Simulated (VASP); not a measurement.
Ti, 1 atom in the cell. The structure is cubic, space group Fm-3m (No. 225). Conventional cell: a = 3.977 Å, b = 3.977 Å, c = 3.977 Å, α = 90.00°, β = 90.00°, γ = 90.00°. Within 3.7 Å of Ti (site symmetry m-3m) lie 12 Ti at 2.81 Å. 

```yaml
Program: VASP 6.6.1
Task: single point
Functional: PBEsol
Potentials_or_basis: VASP PAW PBE potentials, release 64 (Ti_sv)
Cutoff: 520 eV
k_mesh: 11 × 11 × 11
Occupations: fermi-dirac, width 0.05 eV
Spin: no spin polarisation
Dipole_correction: no
Further_INCAR_settings: ALGO = Fast; EDIFF = 1e-07; NBANDS = 12
```

Potentials or basis: VASP PAW PBE potentials, release 64 (Ti_sv).

Run with:

```sh
$ cat potpaw_PBE.64/Ti_sv/POTCAR > POTCAR
$ mpirun -np 1 vasp_std > vasp.out
```

Hardware: 1 thread of Intel Xeon 8259CL (shared host).

Task: Estimate the wall time of this run.

Result: Wall time 30 s on 1 thread of Intel Xeon 8259CL, with other jobs on the host, peak memory 0.14 GiB. Counts: scf iterations 25, k points 56.
